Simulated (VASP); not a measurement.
# K3CO (Pm-3m) in VASP: notebook

The runs below take K3CO through single point, with PBE.

Everything below comes from runs of VASP 6.6.1. Logs are shortened: lines on timing, memory, paths and dates and some standing lists are left out, and cuts for length are marked.

## (1) The cell of the first run

It takes space group Pm-3m (No. 221, cubic). The conventional cell has a = 5.231 Å, b = 5.231 Å, c = 5.231 Å, α = 90.00°, β = 90.00°, γ = 90.00°. K (site symmetry 4/mmm) has 2 O at 2.62 Å within 3.5 Å. C (site symmetry m-3m) has 12 K at 3.70 Å and 8 O at 4.53 Å within 4.9 Å. O (site symmetry m-3m) has 6 K at 2.62 Å within 3.5 Å.

## (2) Single point, PBE

INCAR reads:

```
ALGO     = Normal         # electronic algorithm
EDIFF    = 1E-6           # SCF threshold, eV
ENCUT    = 600            # plane-wave cutoff, eV
GGA      = PE             # functional
GGA_COMPAT= F            
ISIF     = 2              # what is computed and relaxed
ISMEAR   = 1              # smearing method
LASPH    = T              # aspherical terms in the spheres
LCHARG   = F              # write CHGCAR
LREAL    = F              # projectors in reciprocal space
LWAVE    = F              # write WAVECAR
NBANDS   = 26             # bands
NELM     = 120            # most SCF steps
PREC     = Accurate       # precision mode
SIGMA    = 0.1            # smearing width, eV
```

KPOINTS reads:

```
k-points
0
Gamma
  2 2 2
```

POSCAR reads:

```
K3CO
1.0
    5.2310620000      0.0000000000      0.0000000000
    0.0000000000      5.2310620000      0.0000000000
    0.0000000000      0.0000000000      5.2310620000
K C O
3 1 1
Direct
    0.0000000000      0.0000000000      0.5000000000
    0.0000000000      0.5000000000      0.0000000000
    0.5000000000      0.0000000000      0.0000000000
    0.5000000000      0.5000000000      0.5000000000
    0.0000000000      0.0000000000      0.0000000000
```

Potentials or basis: VASP PAW PBE potentials, release 64 (K_sv, C, O).

Run with:

```
$ cat potpaw_PBE.64/K_sv/POTCAR potpaw_PBE.64/C/POTCAR potpaw_PBE.64/O/POTCAR > POTCAR
$ mpirun -np 1 vasp_std > vasp.out
```

OUTCAR:

```text
EDIFF = 1E-6
   ENCUT = 600
   GGA = PE
   ISIF = 2
   ISMEAR = 1
   LASPH = T
   LREAL = F
   NELM = 120
   PREC = Accurate

 ion  position               nearest neighbor table
   1  0.000  0.000  0.500-   5 2.62   5 2.62   2 3.70   2 3.70   3 3.70   3 3.70   2 3.70   2 3.70
                             3 3.70   3 3.70
   2  0.000  0.500  0.000-   5 2.62   5 2.62   1 3.70   1 3.70   1 3.70   3 3.70   3 3.70   1 3.70
                             3 3.70   3 3.70
   3  0.500  0.000  0.000-   5 2.62   5 2.62   1 3.70   1 3.70   2 3.70   1 3.70   2 3.70   2 3.70
                             1 3.70   2 3.70
   4  0.500  0.500  0.500-
   5  0.000  0.000  0.000-   1 2.62   2 2.62   3 2.62   1 2.62   2 2.62   3 2.62

  LATTYP: Found a simple cubic cell.
 ALAT       =     5.2310620000

  Lattice vectors:

 A1 = (   5.2310620000,   0.0000000000,   0.0000000000)
 A2 = (   0.0000000000,   5.2310620000,   0.0000000000)
 A3 = (   0.0000000000,   0.0000000000,   5.2310620000)

Analysis of symmetry for initial positions (statically):
=====================================================================
 Subroutine PRICEL returns:
 Original cell was already a primitive cell.

 Routine SETGRP: Setting up the symmetry group for a
 simple cubic supercell.

 Subroutine GETGRP returns: Found 48 space group operations
 (whereof 48 operations were pure point group operations)
 out of a pool of 48 trial point group operations.

The static configuration has the point symmetry O_h .

Analysis of symmetry for dynamics (positions and initial velocities):
=====================================================================
 Subroutine PRICEL returns:
 Original cell was already a primitive cell.

 Routine SETGRP: Setting up the symmetry group for a
 simple cubic supercell.

 Subroutine GETGRP returns: Found 48 space group operations
 (whereof 48 operations were pure point group operations)
 out of a pool of 48 trial point group operations.

The dynamic configuration has the point symmetry O_h .

 Subroutine INISYM returns: Found 48 space group operations
 (whereof 48 operations are pure point group operations),
 and found     1 'primitive' translations

----------------------------------------------------------------------------------------

                                     Primitive cell

  volume of cell :     143.1428

  direct lattice vectors                    reciprocal lattice vectors
     5.231062000  0.000000000  0.000000000     0.191165771  0.000000000  0.000000000
     0.000000000  5.231062000  0.000000000     0.000000000  0.191165771  0.000000000
     0.000000000  0.000000000  5.231062000     0.000000000  0.000000000  0.191165771

  length of vectors
     5.231062000  5.231062000  5.231062000     0.191165771  0.191165771  0.191165771

  position of ions in fractional coordinates (direct lattice)
     0.000000000  0.000000000  0.500000000
     0.000000000  0.500000000  0.000000000
     0.500000000  0.000000000  0.000000000
     0.500000000  0.500000000  0.500000000
     0.000000000  0.000000000  0.000000000

  ion indices of the primitive-cell ions
   primitive index   ion index
                 1           1
                 2           2
                 3           3
                 4           4
                 5           5

----------------------------------------------------------------------------------------

 KPOINTS: k-points

Automatic generation of k-mesh.
 Grid dimensions read from file:
 generate k-points for:    2    2    2

 Generating k-lattice:

  Cartesian coordinates                     Fractional coordinates (reciprocal lattice)
     0.095582885  0.000000000  0.000000000     0.500000000  0.000000000  0.000000000
     0.000000000  0.095582885  0.000000000     0.000000000  0.500000000  0.000000000
     0.000000000  0.000000000  0.095582885     0.000000000  0.000000000  0.500000000

  Length of vectors
     0.095582885  0.095582885  0.095582885

  Shift w.r.t. Gamma in fractional coordinates (k-lattice)
     0.000000000  0.000000000  0.000000000

 Subroutine IBZKPT returns following result:
 ===========================================

 Found      4 irreducible k-points:

 Following reciprocal coordinates:
            Coordinates               Weight
  0.000000  0.000000  0.000000      1.000000
  0.500000  0.000000  0.000000      3.000000
  0.500000  0.500000  0.000000      3.000000
  0.500000  0.500000  0.500000      1.000000
   k-points           NKPTS =      4   k-points in BZ     NKDIM =      4   number of bands    NBANDS=     26
   number of dos      NEDOS =    301   number of ions     NIONS =      5
   total plane-waves  NPLWV =  74088
   dimension x,y,z NGX =    42 NGY =   42 NGZ =   42
   dimension x,y,z NGXF=    84 NGYF=   84 NGZF=   84
   ions per type =               3   1   1
   NGX,Y,Z   is equivalent  to a cutoff of  13.35, 13.35, 13.35 a.u.
   NGXF,Y,Z  is equivalent  to a cutoff of  26.70, 26.70, 26.70 a.u.
 SYSTEM =  unknown system
   PREC   = accura    normal or accurate (medium, high low for compatibility)
   ISTART =      0    job   : 0-new  1-cont  2-samecut
   ICHARG =      2    charge: 1-file 2-atom 10-const
   ISPIN  =      1    spin polarized calculation?
   LNONCOLLINEAR =      F non collinear calculations
   LSORBIT =      F    spin-orbit coupling
   LASPH  =      T    aspherical Exc in radial PAW
   ENCUT  =  600.0 eV  44.10 Ry    6.64 a.u.  10.45 10.45 10.45*2*pi/ulx,y,z
   NELM   =    120;   NELMIN=  2; NELMDL= -5     # of ELM steps
   EDIFF  = 0.1E-05   stopping-criterion for ELM
   LREAL  =      F    real-space projection
   EDIFFG = 0.1E-04   stopping-criterion for IOM
   NSW    =      0    number of steps for IOM
   IBRION =     -1    ionic relax: 0-MD 1-quasi-New 2-CG
   NFREE  =      0    steps in history (QN), initial steepest desc. (CG)
   ISIF   =      2    stress and relaxation
   ISYM   =      2    0-nonsym 1-usesym 2-fastsym
   POTIM  = 0.5000    time-step for ionic-motion
   TEBEG  =    0.0;   TEEND  =   0.0 temperature during run
   PSTRESS=    0.0 pullay stress
   NELECT =      37.0000    total number of electrons
   NUPDOWN=      -1.0000    fix difference up-down
   EMIN   =  10.00;   EMAX   =-10.00  energy-range for DOS
   EFERMI =   0.00;   METHOD = LEGACY
   ISMEAR =     1;   SIGMA  =   0.10  broadening in eV -4-tet -1-fermi 0-gaus
   EFERMI_NEDOS =   21; number of points for ismear=-14 and -15
   IALGO  =     38    algorithm
   IMIX   =      4    mixing-type and parameters
     AMIX     =   0.40;   BMIX     =  1.00
     AMIX_MAG =   1.60;   BMIX_MAG =  1.00
  volume/ion in A,a.u.               =      28.63       193.20
  Fermi-wavevector in a.u.,A,eV,Ry     =   1.042843  1.970687 14.796625  1.087521
  Thomas-Fermi vector in A             =   2.177526
   LORBIT       =      0    0 simple, 1 ext, 2 COOP (PROOUT), +10 PAW based schemes
   GGA     = PE    functional components
   LHFCALC =     F    Hartree Fock is set to
   AEXX    =    0.0000 exact exchange contribution
   IVDW    =     0    specifies the selected vdW correction
   LEPSILON=     F    determine dielectric tensor
   LRPA    =     F    only Hartree local field effects (RPA)
 non-spin polarized calculation
 Methfessel and Paxton  Order N= 1 SIGMA  =   0.10
  energy-cutoff  :      600.00
  volume of cell :      143.14
 maximum number of plane-waves:      4801
 NGX is ok and might be reduce to    42
   NGX = 21   NGY = 21   NGZ = 21

 number of electron      36.9999993 magnetization

 Free energy of the ion-electron system (eV)
  ---------------------------------------------------
  ext. energy  EPLUGINS =         0.00000000
  ---------------------------------------------------
  free energy    TOTEN  =       -14.38219107 eV

  energy without entropy =      -14.40551507  energy(sigma->0) =      -14.38996574

 E-fermi :  -0.4011     XC(G=0):  -7.4219

 val. band max:       -0.4647847981   @ k =   0.5000   0.0000   0.0000
 cond. band min:      -0.3402026258   @ k =   0.5000   0.5000   0.0000
 fundamental gap:      0.1245821724
 Fermi energy:        -0.4011322055

 k-point     1 :       0.0000    0.0000    0.0000
  band No.  band energies     occupation
      1     -29.9776      2.00000
      2     -29.8891      2.00000
      3     -29.8891      2.00000
      4     -15.0821      2.00000
      5     -13.6942      2.00000
      6     -13.6942      2.00000
      7     -13.6942      2.00000
      8     -13.5002      2.00000
      9     -13.5002      2.00000
     10     -13.5002      2.00000
     11     -13.1805      2.00000
     12     -13.1805      2.00000
     13     -13.1805      2.00000
     14      -8.4871      2.00000
     15      -0.4820      1.98426
     16      -0.4820      1.98426
     17      -0.4820      1.98426
     18      -0.1068     -0.00025
     19      -0.1068     -0.00025
     20      -0.1068     -0.00025
     21       1.5473     -0.00000
     22       3.4403      0.00000
     23       3.4403      0.00000
     24       4.9001      0.00000
     25       4.9001      0.00000
     26       4.9001      0.00000

 k-point     2 :       0.5000    0.0000    0.0000
  band No.  band energies     occupation
      1     -29.9480      2.00000
      2     -29.9174      2.00000
      3     -29.8888      2.00000
      4     -15.3634      2.00000
      5     -13.6114      2.00000
      6     -13.6114      2.00000
      7     -13.6080      2.00000
      8     -13.5418      2.00000
      9     -13.5418      2.00000
     10     -13.5123      2.00000
     11     -13.2240      2.00000
     12     -13.2240      2.00000
     13     -12.8592      2.00000
     14      -8.4161      2.00000
     15      -1.0938      2.00000
     16      -0.9630      2.00000
     17      -0.4648      1.87146
     18      -0.4648      1.87146
     19      -0.2927     -0.06367
     20      -0.2927     -0.06367
     21       3.0892      0.00000
     22       3.9696      0.00000
     23       4.4345      0.00000
     24       5.4701      0.00000
     25       5.9855      0.00000
     26       5.9855      0.00000

 k-point     3 :       0.5000    0.5000    0.0000
  band No.  band energies     occupation
      1     -29.9183      2.00000
      2     -29.9171      2.00000
      3     -29.9171      2.00000
      4     -15.6031      2.00000
      5     -13.7408      2.00000
      6     -13.5559      2.00000
      7     -13.5559      2.00000
      8     -13.5400      2.00000
      9     -13.5400      2.00000
     10     -13.3678      2.00000
     11     -13.2989      2.00000
     12     -13.0672      2.00000
     13     -12.6907      2.00000
     14      -8.3930      2.00000
     15      -1.3166      2.00000
     16      -1.3166      2.00000
     17      -0.5397      2.06458
     18      -0.5368      2.06643
     19      -0.5368      2.06643
     20      -0.3402      0.15172
     21       4.3794      0.00000
     22       4.7209      0.00000
     23       4.8754      0.00000
     24       4.8754      0.00000
     25       5.9550      0.00000
     26       5.9550      0.00000

 k-point     4 :       0.5000    0.5000    0.5000
  band No.  band energies     occupation
      1     -29.9167      2.00000
      2     -29.9167      2.00000
      3     -29.9167      2.00000
      4     -15.8169      2.00000
      5     -13.7328      2.00000
      6     -13.7328      2.00000
      7     -13.7328      2.00000
      8     -13.3672      2.00000
      9     -13.3672      2.00000
     10     -13.3672      2.00000
     11     -13.0664      2.00000
     12     -13.0664      2.00000
     13     -12.5477      2.00000
     14      -8.4123      2.00000
     15      -1.2680      2.00000
     16      -1.2680      2.00000
     17      -1.2680      2.00000
     18      -0.5016      2.05124
     19      -0.5016      2.05124
     20      -0.5016      2.05124
     21       4.5178      0.00000
     22       4.5178      0.00000
     23       4.5178      0.00000
     24       4.7520      0.00000
     25       6.0242      0.00000
     26       6.0242      0.00000

------------------------ aborting loop because EDIFF is reached ----------------------------------------

  FORCE on cell =-STRESS in cart. coord.  units (eV):
  Direction    XX          YY          ZZ          XY          YZ          ZX
  --------------------------------------------------------------------------------------
  -------------------------------------------------------------------------------------
  Total       -0.4704650     -0.4704650     -0.4704650     -0.0000000     -0.0000000     -0.0000000
  in kB       -5.2658482     -5.2658482     -5.2658482     -0.0000000     -0.0000000     -0.0000000
  external PRESSURE =      -5.2658482 kB  Pullay stress =       0.0000000 kB

 VOLUME and BASIS-vectors are now :
 -----------------------------------------------------------------------------
  energy-cutoff  :      600.00
  volume of cell :      143.14
      direct lattice vectors                 reciprocal lattice vectors
     5.231062000  0.000000000  0.000000000     0.191165771  0.000000000  0.000000000
     0.000000000  5.231062000  0.000000000     0.000000000  0.191165771  0.000000000
     0.000000000  0.000000000  5.231062000     0.000000000  0.000000000  0.191165771

 POSITION                                       TOTAL-FORCE (eV/Angst)
 -----------------------------------------------------------------------------------
      0.00000      0.00000      2.61553         0.000000      0.000000      0.000000
      0.00000      2.61553      0.00000         0.000000      0.000000      0.000000
      2.61553      0.00000      0.00000         0.000000      0.000000      0.000000
      2.61553      2.61553      2.61553         0.000000      0.000000      0.000000
      0.00000      0.00000      0.00000         0.000000      0.000000      0.000000
 -----------------------------------------------------------------------------------
    total drift:                                0.000000      0.000000     -0.000000

  FREE ENERGIE OF THE ION-ELECTRON SYSTEM (eV)
  ---------------------------------------------------
  free  energy   TOTEN  =       -14.3821910680 eV

  energy  without entropy=      -14.4055150741  energy(sigma->0) =      -14.38996574
```

Wall time 54 s (1 thread of Intel Xeon Platinum 8259CL at 2.50GHz (Skylake/Cascade Lake), shared host); peak memory 0.25 GiB.

What came out:

```
Free energy            : -14.3822 eV
Pressure               : -0.5 GPa
Band gap on the k mesh : zero (an odd number of electrons rules out a gap without spin polarisation)
```

Caveat: the k points lie up to 0.60 Å⁻¹ apart, too coarse for converged energies and pressures of a metal.

(Part 1 of 2 ends here.)

The gap in the log of VASP goes by the Fermi energy; the results here count the filled bands.